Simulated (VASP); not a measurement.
Set up this calculation in VASP 6.6.1, as the native input.

* Task: single point
* Functional: PBEsol
* Potentials or basis: VASP PAW PBE potentials, release 64 (La)
* Cutoff: 520 eV
* k mesh: 9 × 9 × 9
* Occupations: fermi-dirac, width 0.05 eV
* Spin: no spin polarisation
* Dipole correction: no
* Further INCAR settings: ALGO = Normal; EDIFF = 1e-06; NBANDS = 12

The structure of La lies in POSCAR:

```
La
1.0
   -1.8040559164      1.8040559164      1.8040559164
    1.8040559164     -1.8040559164      1.8040559164
    1.8040559164      1.8040559164     -1.8040559164
La
1
Direct
    0.0000000000      0.0000000000      0.0000000000
```

One way to write it, as run:

INCAR

```
PREC = Accurate ; ENCUT = 520
EDIFF = 1E-6 ; ISMEAR = -1
SIGMA = 0.05 ; LREAL = False
LASPH = True ; NELM = 100
ALGO = Normal ; ISIF = 2
LWAVE = False ; LCHARG = False
GGA = PS ; NBANDS = 12
```

KPOINTS

```
Automatic mesh
0
Gamma
  9 9 9
```

Potentials or basis: VASP PAW PBE potentials, release 64 (La).

The run is started by

```bash
$ cat potpaw_PBE.64/La/POTCAR > POTCAR
$ mpirun -np 1 vasp_std > vasp.out
```

It gave:

```json
{"Pressure": "20.2 GPa"}
```

Caveat: the PAW data sets were made with another functional, which shifts forces and pressure a little.

It took 8.6 s on 1 thread of Intel(R) Xeon(R) Platinum 8375C CPU @ 2.90GHz (Ice Lake), on a shared host, peak memory 0.15 GiB.
